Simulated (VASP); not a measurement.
Runs of VASP 6.6.1 on SiTe3. The structure is that of space group Fm-3m (No. 225), or close to it. The cells are those of the table. 

```tsv
task	cell	k mesh	cutoff (eV)	gap on the mesh (eV)	pressure (GPa)	relaxed volume (Å³/atom)
relaxation of cell and atoms	relaxed from a = 5.567 Å, angles 60.0°, 4 atoms	4 × 4 × 4	600	none	0.0	(a)
relaxation of cell and atoms	relaxed from a = 5.271 Å, angles 60.0°, 4 atoms	12 × 12 × 12	600	none	0.0	25.77
single point	a = 5.567 Å, angles 60.0°, 4 atoms	4 × 4 × 4	520	none	-6.1	-
single point	a = 5.265 Å, angles 60.0°, 4 atoms	12 × 12 × 12	520	none	(b)	-
single point	a = 5.271 Å, angles 60.0°, 4 atoms	4 × 4 × 4	520	none	0.2	-
```

Alike in all rows: level PBE; potentials or basis VASP PAW PBE potentials, release 64 (Si, Te); no spin polarisation; smearing gaussian 0.1 eV.

Task: Estimate the missing entries.

Result: (a) 25.95; (b) -0.1.

Caveats: some runs use coarse meshes; spin-orbit coupling is left out, which moves the levels of the heavy elements.

A k mesh can miss the band edges, and the runs leave out spin-orbit coupling on Te.

A gap of «none» marks levels without a gap at the run's occupations.
